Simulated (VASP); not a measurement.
# CuI (Pm-3m) in VASP: notebook

Runs on CuI. Level: r2SCAN. Tasks: single point.

All numbers are computed with VASP 6.6.1; they aren't measurements. Logs are shortened: lines on timing, memory, paths and dates and some standing lists are left out, and cuts for length are marked.

## (1) The cell of the first run

It takes space group Pm-3m (No. 221, cubic). Conventional cell: a = 3.698 Å, b = 3.698 Å, c = 3.698 Å, α = 90.00°, β = 90.00°, γ = 90.00°. Cu (site symmetry m-3m) has 8 I at 3.20 Å and 6 Cu at 3.70 Å within 4.2 Å. I (site symmetry m-3m) has 8 Cu at 3.20 Å and 6 I at 3.70 Å within 4.2 Å.

## (2) Single point, r2SCAN (25.28 Å³/atom)

Contents of POSCAR:

```
CuI
1.0
    3.6976433647      0.0000000000      0.0000000000
    0.0000000000      3.6976433647      0.0000000000
    0.0000000000      0.0000000000      3.6976433647
Cu I
1 1
Direct
    0.0000000000      0.0000000000      0.0000000000
    0.5000000000      0.5000000000      0.5000000000
```

Contents of INCAR.step1:

```
SYSTEM = CuI
PREC = Accurate ; ENCUT = 520
ISMEAR = -1 ; SIGMA = 0.02
LREAL = .FALSE. ; LASPH = .TRUE.
NELM = 80 ; NBANDS = 16
GGA = PE ; ALGO = Normal
EDIFF = 1E-4 ; LWAVE = .TRUE.
LCHARG = .FALSE.
```

Contents of INCAR.step2:

```
SYSTEM = CuI
PREC = Accurate ; ENCUT = 520
EDIFF = 1E-6 ; ISMEAR = -1
SIGMA = 0.02 ; LREAL = .FALSE.
LASPH = .TRUE. ; NELM = 80
ALGO = Normal ; ISIF = 2
LWAVE = .FALSE. ; LCHARG = .FALSE.
METAGGA = R2SCAN ; LMIXTAU = .TRUE.
NBANDS = 16 ; ISTART = 1
```

Contents of KPOINTS:

```
regular mesh
0
G
  6 6 6
  0 0 0
```

Potentials or basis: VASP PAW PBE potentials, release 64 (Cu, I).

On the command line:

```sh
cat potpaw_PBE.64/Cu/POTCAR potpaw_PBE.64/I/POTCAR > POTCAR
cp INCAR.step1 INCAR
mpirun -np 1 vasp_std > vasp.out
cp INCAR.step2 INCAR
mpirun -np 1 vasp_std > vasp.out
```

OUTCAR:

```text
SYSTEM = CuI
   PREC = Accurate
   ENCUT = 520
   EDIFF = 1E-6
   ISMEAR = -1
   LREAL = .FALSE.
   LASPH = .TRUE.
   NELM = 80
   ISIF = 2
   METAGGA = R2SCAN
   ISTART = 1

 ion  position               nearest neighbor table
   1  0.000  0.000  0.000-
   2  0.500  0.500  0.500-

  LATTYP: Found a simple cubic cell.
 ALAT       =     3.6976433647

  Lattice vectors:

 A1 = (   3.6976433647,   0.0000000000,   0.0000000000)
 A2 = (   0.0000000000,   3.6976433647,   0.0000000000)
 A3 = (   0.0000000000,   0.0000000000,   3.6976433647)

Analysis of symmetry for initial positions (statically):
=====================================================================
 Subroutine PRICEL returns:
 Original cell was already a primitive cell.

 Routine SETGRP: Setting up the symmetry group for a
 simple cubic supercell.

 Subroutine GETGRP returns: Found 48 space group operations
 (whereof 48 operations were pure point group operations)
 out of a pool of 48 trial point group operations.

The static configuration has the point symmetry O_h .

Analysis of symmetry for dynamics (positions and initial velocities):
=====================================================================
 Subroutine PRICEL returns:
 Original cell was already a primitive cell.

 Routine SETGRP: Setting up the symmetry group for a
 simple cubic supercell.

 Subroutine GETGRP returns: Found 48 space group operations
 (whereof 48 operations were pure point group operations)
 out of a pool of 48 trial point group operations.

The dynamic configuration has the point symmetry O_h .

 Subroutine INISYM returns: Found 48 space group operations
 (whereof 48 operations are pure point group operations),
 and found     1 'primitive' translations

----------------------------------------------------------------------------------------

                                     Primitive cell

  volume of cell :      50.5563

  direct lattice vectors                    reciprocal lattice vectors
     3.697643365  0.000000000  0.000000000     0.270442523  0.000000000  0.000000000
     0.000000000  3.697643365  0.000000000     0.000000000  0.270442523  0.000000000
     0.000000000  0.000000000  3.697643365     0.000000000  0.000000000  0.270442523

  length of vectors
     3.697643365  3.697643365  3.697643365     0.270442523  0.270442523  0.270442523

  position of ions in fractional coordinates (direct lattice)
     0.000000000  0.000000000  0.000000000
     0.500000000  0.500000000  0.500000000

  ion indices of the primitive-cell ions
   primitive index   ion index
                 1           1
                 2           2

----------------------------------------------------------------------------------------

 KPOINTS: regular mesh

Automatic generation of k-mesh.
 Grid dimensions read from file:
 generate k-points for:    6    6    6

 Generating k-lattice:

  Cartesian coordinates                     Fractional coordinates (reciprocal lattice)
     0.045073754  0.000000000  0.000000000     0.166666667  0.000000000  0.000000000
     0.000000000  0.045073754  0.000000000     0.000000000  0.166666667  0.000000000
     0.000000000  0.000000000  0.045073754     0.000000000  0.000000000  0.166666667

  Length of vectors
     0.045073754  0.045073754  0.045073754

  Shift w.r.t. Gamma in fractional coordinates (k-lattice)
     0.000000000  0.000000000  0.000000000

 Subroutine IBZKPT returns following result:
 ===========================================

 Found     20 irreducible k-points:

 Following reciprocal coordinates:
            Coordinates               Weight
  0.000000  0.000000  0.000000      1.000000
  0.166667  0.000000  0.000000      6.000000
  0.333333  0.000000  0.000000      6.000000
  0.500000  0.000000  0.000000      3.000000
  0.166667  0.166667  0.000000     12.000000
  0.333333  0.166667  0.000000     24.000000
[... 12 lines left out ...]
  0.500000  0.500000  0.333333      6.000000
  0.500000  0.500000  0.500000      1.000000
   k-points           NKPTS =     20   k-points in BZ     NKDIM =     20   number of bands    NBANDS=     16
   number of dos      NEDOS =    301   number of ions     NIONS =      2
   total plane-waves  NPLWV =  21952
   dimension x,y,z NGX =    28 NGY =   28 NGZ =   28
   dimension x,y,z NGXF=    56 NGYF=   56 NGZF=   56
   ions per type =               1   1
   NGX,Y,Z   is equivalent  to a cutoff of  12.59, 12.59, 12.59 a.u.
   NGXF,Y,Z  is equivalent  to a cutoff of  25.18, 25.18, 25.18 a.u.
 SYSTEM =  CuI
   PREC   = accura    normal or accurate (medium, high low for compatibility)
   ISTART =      1    job   : 0-new  1-cont  2-samecut
   ICHARG =      0    charge: 1-file 2-atom 10-const
   ISPIN  =      1    spin polarized calculation?
   LNONCOLLINEAR =      F non collinear calculations
   LSORBIT =      F    spin-orbit coupling
   LASPH  =      T    aspherical Exc in radial PAW
   ENCUT  =  520.0 eV  38.22 Ry    6.18 a.u.   6.88  6.88  6.88*2*pi/ulx,y,z
   NELM   =     80;   NELMIN=  2; NELMDL=  0     # of ELM steps
   EDIFF  = 0.1E-05   stopping-criterion for ELM
   LREAL  =      F    real-space projection
[... 7 lines left out ...]
   TEBEG  =    0.0;   TEEND  =   0.0 temperature during run
   PSTRESS=    0.0 pullay stress
   NELECT =      18.0000    total number of electrons
   NUPDOWN=      -1.0000    fix difference up-down
   EMIN   =  10.00;   EMAX   =-10.00  energy-range for DOS
   EFERMI =   0.00;   METHOD = LEGACY
   ISMEAR =    -1;   SIGMA  =   0.02  broadening in eV -4-tet -1-fermi 0-gaus
   EFERMI_NEDOS =   21; number of points for ismear=-14 and -15
   IALGO  =     38    algorithm
   IMIX   =      4    mixing-type and parameters
     AMIX     =   0.40;   BMIX     =  1.00
     AMIX_MAG =   1.60;   BMIX_MAG =  1.00
  volume/ion in A,a.u.               =      25.28       170.59
  Fermi-wavevector in a.u.,A,eV,Ry     =   1.160310  2.192668 18.317781  1.346319
  Thomas-Fermi vector in A             =   2.296894
   LORBIT       =      0    0 simple, 1 ext, 2 COOP (PROOUT), +10 PAW based schemes
   METAGGA = R2SCAN    functional components
   LHFCALC =     F    Hartree Fock is set to
   AEXX    =    0.0000 exact exchange contribution
   IVDW    =     0    specifies the selected vdW correction
   LEPSILON=     F    determine dielectric tensor
   LRPA    =     F    only Hartree local field effects (RPA)
 non-spin polarized calculation
  energy-cutoff  :      520.00
  volume of cell :       50.56
 maximum number of plane-waves:      1406
 NGX is ok and might be reduce to    28
   NGX = 13   NGY = 13   NGZ = 13

 number of electron      18.0000034 magnetization

 Free energy of the ion-electron system (eV)
  ---------------------------------------------------
  ext. energy  EPLUGINS =         0.00000000
  ---------------------------------------------------
  free energy    TOTEN  =       -34.27862005 eV

  energy without entropy =      -34.27733551  energy(sigma->0) =      -34.27797778

 E-fermi :   5.0986     XC(G=0): -10.1433

 val. band max:        5.0869595716   @ k =   0.5000   0.0000   0.0000
 cond. band min:       5.2158289937   @ k =   0.0000   0.0000   0.0000
 fundamental gap:      0.1288694221
 Fermi energy:         5.0986352133

 k-point     1 :       0.0000    0.0000    0.0000
  band No.  band energies     occupation
      1      -8.9296      2.00000
      2       3.2795      2.00000
      3       3.2795      2.00000
      4       3.5029      2.00000
      5       3.5029      2.00000
      6       3.5029      2.00000
[... 8 lines left out ...]
     15      15.8109      0.00000
     16      18.7755      0.00000

 k-point     2 :       0.1667    0.0000    0.0000
  band No.  band energies     occupation
      1      -8.7732      2.00000
      2       1.7311      2.00000
      3       3.1765      2.00000
      4       3.1765      2.00000
      5       3.3004      2.00000
      6       3.5057      2.00000
[... 8 lines left out ...]
     15      14.8145      0.00000
     16      18.4880      0.00000

 k-point     3 :       0.3333    0.0000    0.0000
  band No.  band energies     occupation
      1      -8.4168      2.00000
      2      -0.1185      2.00000
      3       2.9609      2.00000
      4       2.9609      2.00000
      5       3.3425      2.00000
      6       3.6406      2.00000
[... 8 lines left out ...]
     15      16.3282      0.00000
     16      16.7844      0.00000

 k-point     4 :       0.5000    0.0000    0.0000
  band No.  band energies     occupation
      1      -8.2094      2.00000
      2      -0.8641      2.00000
      3       2.8909      2.00000
      4       2.8909      2.00000
      5       3.3636      2.00000
      6       3.6447      2.00000
[... 8 lines left out ...]
     15      15.4031      0.00000
     16      19.3818      0.00000

 k-point     5 :       0.1667    0.1667    0.0000
  band No.  band energies     occupation
      1      -8.6206      2.00000
      2       1.6032      2.00000
      3       2.2478      2.00000
      4       3.1369      2.00000
      5       3.3794      2.00000
      6       3.5984      2.00000
[... 8 lines left out ...]
     15      15.5226      0.00000
     16      17.0971      0.00000

 k-point     6 :       0.3333    0.1667    0.0000
  band No.  band energies     occupation
      1      -8.2750      2.00000
      2       0.1019      2.00000
      3       2.3033      2.00000
      4       3.0569      2.00000
      5       3.3928      2.00000
      6       3.5984      2.00000
[... 8 lines left out ...]
     15      16.9165      0.00000
     16      17.0560      0.00000
[... 191 lines left out ...]
 k-point    17 :       0.3333    0.3333    0.3333
  band No.  band energies     occupation
      1      -7.5140      2.00000
      2       1.1889      2.00000
      3       1.3038      2.00000
      4       1.3038      2.00000
      5       3.5641      2.00000
      6       3.6189      2.00000
[... 8 lines left out ...]
     15      17.7859      0.00000
     16      17.7859      0.00000

 k-point    18 :       0.5000    0.3333    0.3333
  band No.  band energies     occupation
      1      -7.3407      2.00000
      2       0.6275      2.00000
      3       1.3978      2.00000
      4       1.5627      2.00000
      5       3.6303      2.00000
      6       3.6335      2.00000
[... 8 lines left out ...]
     15      18.2395      0.00000
     16      20.1315      0.00000

 k-point    19 :       0.5000    0.5000    0.3333
  band No.  band energies     occupation
      1      -7.1711      2.00000
      2       0.8543      2.00000
      3       0.8543      2.00000
      4       1.5777      2.00000
      5       3.6572      2.00000
      6       3.7756      2.00000
[... 8 lines left out ...]
     15      21.2545      0.00000
     16      21.2545      0.00000

 k-point    20 :       0.5000    0.5000    0.5000
  band No.  band energies     occupation
      1      -7.0012      2.00000
      2       0.9622      2.00000
      3       0.9622      2.00000
      4       0.9622      2.00000
      5       3.7772      2.00000
      6       3.7772      2.00000
[... 8 lines left out ...]
     15      22.7347      0.00000
     16      22.7347      0.00000

------------------------ aborting loop because EDIFF is reached ----------------------------------------

  FORCE on cell =-STRESS in cart. coord.  units (eV):
  Direction    XX          YY          ZZ          XY          YZ          ZX
  --------------------------------------------------------------------------------------
  -------------------------------------------------------------------------------------
  Total       -0.3337173     -0.3337173     -0.3337173     -0.0000000     -0.0000000      0.0000000
  in kB      -10.5758239    -10.5758239    -10.5758239     -0.0000000     -0.0000000      0.0000000
  external PRESSURE =     -10.5758239 kB  Pullay stress =       0.0000000 kB

 VOLUME and BASIS-vectors are now :
 -----------------------------------------------------------------------------
  energy-cutoff  :      520.00
  volume of cell :       50.56
      direct lattice vectors                 reciprocal lattice vectors
     3.697643365  0.000000000  0.000000000     0.270442523  0.000000000  0.000000000
     0.000000000  3.697643365  0.000000000     0.000000000  0.270442523  0.000000000
     0.000000000  0.000000000  3.697643365     0.000000000  0.000000000  0.270442523

 POSITION                                       TOTAL-FORCE (eV/Angst)
 -----------------------------------------------------------------------------------
      0.00000      0.00000      0.00000         0.000000      0.000000      0.000000
      1.84882      1.84882      1.84882         0.000000      0.000000      0.000000
 -----------------------------------------------------------------------------------
    total drift:                               -0.000000      0.000000     -0.000000

  FREE ENERGIE OF THE ION-ELECTRON SYSTEM (eV)
  ---------------------------------------------------
  free  energy   TOTEN  =       -34.2786200466 eV

  energy  without entropy=      -34.2773355127  energy(sigma->0) =      -34.27797778
```

Wall time 49 s (1 thread of Intel Xeon Platinum 8259CL at 2.50GHz (Skylake/Cascade Lake), shared host); peak memory 0.17 GiB.

Results:

| Quantity | Value |
| --- | --- |
| Free energy | -34.2786 eV |
| Pressure | -1.1 GPa |
| Band gap on the k mesh | zero (bands 9 and 10 overlap by 0.02 eV) |

Levels at points of the mesh, in eV from the Fermi level:
```csv
k point,band 7,band 8,band 9,band 10,band 11,band 12
"(0.00, 0.00, 0.00)",-1.47,-1.47,-1.47,0.12,5.99,5.99
"(0.50, 0.00, 0.00)",-1.32,-0.01,-0.01,4.05,4.24,6.77
"(0.50, 0.50, 0.00)",-1.49,-1.33,-0.34,-0.03,7.81,7.81
"(0.50, 0.50, 0.50)",-0.70,-0.70,-0.70,2.30,2.30,2.30
```

Caveat: the PAW data sets were made with another functional, which shifts forces and pressure a little; spin-orbit coupling is left out, which moves the levels of the heavy elements.

## (3) Single point, r2SCAN (26.01 Å³/atom)

This run uses another cell than the first one, of 26.01 Å³/atom.

Contents of POSCAR:

```
CuI
1.0
    3.7331998090      0.0000000000      0.0000000000
    0.0000000000      3.7331998090      0.0000000000
    0.0000000000      0.0000000000      3.7331998090
Cu I
1 1
Direct
    0.0000000000      0.0000000000      0.0000000000
    0.5000000000      0.5000000000      0.5000000000
```

Contents of INCAR.step1:

```
SYSTEM = CuI
PREC = Accurate
ENCUT = 520
ISMEAR = -1
SIGMA = 0.02
LREAL = .FALSE.
LASPH = .TRUE.
NELM = 100
NBANDS = 16
GGA = PE
ALGO = Normal
EDIFF = 1E-4
LWAVE = .TRUE.
LCHARG = .FALSE.
```

Contents of INCAR.step2:

```
SYSTEM = CuI
PREC = Accurate
ENCUT = 520
EDIFF = 1E-6
ISMEAR = -1
SIGMA = 0.02
LREAL = .FALSE.
LASPH = .TRUE.
NELM = 100
ALGO = Normal
ISIF = 2
LWAVE = .FALSE.
LCHARG = .FALSE.
METAGGA = R2SCAN
LMIXTAU = .TRUE.
NBANDS = 16
ISTART = 1
```

Contents of KPOINTS:

```
Automatic mesh
0
G
  6 6 6
  0 0 0
```

Potentials or basis: VASP PAW PBE potentials, release 64 (Cu, I).

On the command line:

```sh
cat potpaw_PBE.64/Cu/POTCAR potpaw_PBE.64/I/POTCAR > POTCAR
cp INCAR.step1 INCAR
mpirun -np 1 vasp_std > vasp.out
cp INCAR.step2 INCAR
mpirun -np 1 vasp_std > vasp.out
```

Run time: 50 s. Hardware: 1 thread of Intel Xeon Platinum 8259CL at 2.50GHz (Skylake/Cascade Lake), shared host; peak memory 0.17 GiB.

Results (log left out):

```yaml
Free_energy: -34.2655 eV
Pressure: -1.8 GPa
Band_gap_on_the_k_mesh: 0.05 eV (least direct gap 0.37 eV)
```

Levels at points of the mesh, in eV from the valence-band top:
| k point | band 7 | band 8 | band 9 | band 10 | band 11 | band 12 |
| --- | --- | --- | --- | --- | --- | --- |
| (0.00, 0.00, 0.00) | -1.37 | -1.37 | -1.37 | 0.10 | 6.07 | 6.07 |
| (0.50, 0.00, 0.00) | -1.23 | 0.00 | 0.00 | 4.04 | 4.14 | 6.80 |
| (0.50, 0.50, 0.00) | -1.40 | -1.24 | -0.32 | 0.05 | 7.75 | 7.75 |
| (0.50, 0.50, 0.50) | -0.65 | -0.65 | -0.65 | 2.40 | 2.44 | 2.44 |

Caveat: the PAW data sets were made with another functional, which shifts forces and pressure a little; spin-orbit coupling is left out, which moves the levels of the heavy elements. A k mesh can miss the band edges.
